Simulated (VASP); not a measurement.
GaP, 2 atoms in the cell. The structure is cubic, space group F-43m (No. 216). The conventional cell has a = 5.391 Å, b = 5.391 Å, c = 5.391 Å, α = 90.00°, β = 90.00°, γ = 90.00°. Ga (site symmetry -43m) has 4 P at 2.33 Å within 3.1 Å. P (site symmetry -43m) has 4 Ga at 2.33 Å within 3.1 Å. 

* Program: VASP 6.6.1
* Task: relaxation of cell and atoms
* Functional: LDA
* Potentials or basis: VASP PAW LDA potentials, release 64 (Ga_d, P)
* Cutoff: 600 eV
* k mesh: 8 × 8 × 8
* Occupations: gaussian, width 0.01 eV
* Spin: no spin polarisation
* Target pressure: 12 GPa
* Dipole correction: no
* Further INCAR settings: ALGO = Normal; EDIFF = 1e-06; IBRION = 2; EDIFFG = -0.001; NSW = 80; ISIF = 3

Potentials or basis: VASP PAW LDA potentials, release 64 (Ga_d, P).

The run is started by

```console
$ cat potpaw_LDA.64/Ga_d/POTCAR potpaw_LDA.64/P/POTCAR > POTCAR
$ mpirun -np 1 vasp_std > vasp.out
```

Hardware: 1 thread of Intel Xeon 8259CL, on a shared host.

Q: Estimate the wall time of this run.

A: Wall time 80 s on 1 thread of Intel Xeon 8259CL, on a shared host, peak memory 0.17 GiB. Counts: scf iterations 37, k points 29, ion steps 4.
